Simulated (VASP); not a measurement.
Crystal: Ti.

```
CELL_PARAMETERS angstrom
-1.64100 1.64100 1.64100
1.64100 -1.64100 1.64100
1.64100 1.64100 -1.64100
ATOMIC_POSITIONS crystal
Ti 0.00000 0.00000 0.00000
```

Base run:

```yaml
Program: VASP 6.6.1
Functional: PBEsol
Potentials_or_basis: VASP PAW PBE potentials, release 64 (Ti_sv)
Cutoff: 520 eV
k_mesh: 12 × 12 × 12
Occupations: fermi-dirac, width 0.1 eV
Spin: no spin polarisation
```

Its results: band gap on the k mesh zero (band 6 reaches 8.75 eV, above the bottom of band 7 at 7.18 eV); pressure -6.6 GPa.

Task: The run is repeated on the same cell with these changes: k mesh from 12 × 12 × 12 to 3 × 3 × 3. What comes out?

Result: Band gap on the k mesh zero (band 6 reaches 8.74 eV, above the bottom of band 7 at 7.26 eV); pressure -7.1 GPa.

Caveats: some runs use coarse meshes; the PAW data sets were made with another functional, which shifts forces and pressure a little.
